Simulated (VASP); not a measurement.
A run of VASP 6.6.1 is set up as follows.

Contents of INCAR:

```
ALGO     = Normal         # electronic algorithm
EDIFF    = 1E-6           # SCF threshold, eV
ENCUT    = 630            # plane-wave cutoff, eV
GGA      = PE             # functional
GGA_COMPAT= F            
ISIF     = 2              # what is computed and relaxed
ISMEAR   = -1             # smearing method
LASPH    = T              # aspherical terms in the spheres
LCHARG   = T              # write CHGCAR
LELF     = T              # ELF
LREAL    = F              # projectors in reciprocal space
LVHAR    = T            
LWAVE    = F              # write WAVECAR
NBANDS   = 27             # bands
NELM     = 120            # most SCF steps
PREC     = Accurate       # precision mode
SIGMA    = 0.08           # smearing width, eV
```

The input KPOINTS:

```
k-points
0
Gamma
  15 15 8
```

POSCAR

```
Cd
1.0
    2.3517475104      0.0000000000      0.0000000000
   -1.1758737552      2.0366730873      0.0000000000
    0.0000000000      0.0000000000      3.7830639780
Cd
2
Direct
    0.3333333333      0.6666666667      0.2500000000
    0.6666666667      0.3333333333      0.7500000000
```

Potentials or basis: VASP PAW PBE potentials, release 64 (Cd_sv_GW).

Launch:

```sh
$ cat potpaw_PBE.64/Cd_sv_GW/POTCAR > POTCAR
$ mpirun -np 1 vasp_std > vasp.out
```

Q: Estimate the pressure.

A: 515.7 GPa.

Q: Estimate the band gap on the k mesh.

A: Zero (bands 20 and 21 overlap by 3.04 eV).

Stress tensor (GPa, compression positive):
```
515.58   0.00   0.00
  0.00 515.58   0.00
  0.00   0.00 516.07
```

Caveat: the cell stands under pressure.
